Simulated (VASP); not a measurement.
Wanted: the native input for a VASP 6.6.1 run.

| Item | Value |
| --- | --- |
| Task | single point |
| Functional | PBE |
| Potentials or basis | VASP PAW PBE potentials, release 64 (Cd, Co) |
| Cutoff | 520 eV |
| k mesh | 4 × 4 × 4 |
| Occupations | gaussian, width 0.1 eV |
| Spin | collinear spin, ferromagnetic start |
| Starting moments | [0.0, 0.0, 3.0, 3.0, 3.0, 3.0] μB |
| Dipole correction | no |
| Further INCAR settings | ALGO = Normal; EDIFF = 1e-07; NBANDS = 43 |

The structure of CdCo2 lies in POSCAR:

```
CdCo2
1.0
    0.0000000000      3.5384218881      3.5384218881
    3.5384218881      0.0000000000      3.5384218881
    3.5384218881      3.5384218881      0.0000000000
Cd Co
2 4
Direct
    0.0000000000      0.0000000000      0.0000000000
    0.2500000000      0.2500000000      0.2500000000
    0.6250000000      0.6250000000      0.6250000000
    0.1250000000      0.6250000000      0.6250000000
    0.6250000000      0.6250000000      0.1250000000
    0.6250000000      0.1250000000      0.6250000000
```

These files were run (other wordings do the same):

INCAR

```
ALGO = Normal ; EDIFF = 1E-7
ENCUT = 520 ; GGA = PE
ISIF = 2 ; ISMEAR = 0
ISPIN = 2 ; LASPH = T
LCHARG = F ; LMAXMIX = 4
LORBIT = 11 ; LREAL = F
LWAVE = F ; MAGMOM = 0 0 3 3 3 3
NBANDS = 43 ; NELM = 150
PREC = Accurate ; SIGMA = 0.1
```

KPOINTS

```
k-points
0
Gamma
  4 4 4
```

Potentials or basis: VASP PAW PBE potentials, release 64 (Cd, Co).

The run is started by

```sh
$ cat potpaw_PBE.64/Cd/POTCAR potpaw_PBE.64/Co/POTCAR > POTCAR
$ mpirun -np 1 vasp_std > vasp.out
```

It gave:

| Quantity | Value |
| --- | --- |
| Pressure | -7.5 GPa |
| Net moment | 5.49 μB per cell |
| Site moments | Cd -0.07; Co +1.48 μB |
| Valence electrons inside the program's atomic spheres | Cd 10.32; Co 8.08 |

Caveat: the k points lie up to 0.38 Å⁻¹ apart.

Wall time 82 s on 1 thread of Intel(R) Xeon(R) Platinum 8488C (Sapphire Rapids), with other jobs on the host, peak memory 0.3 GiB.
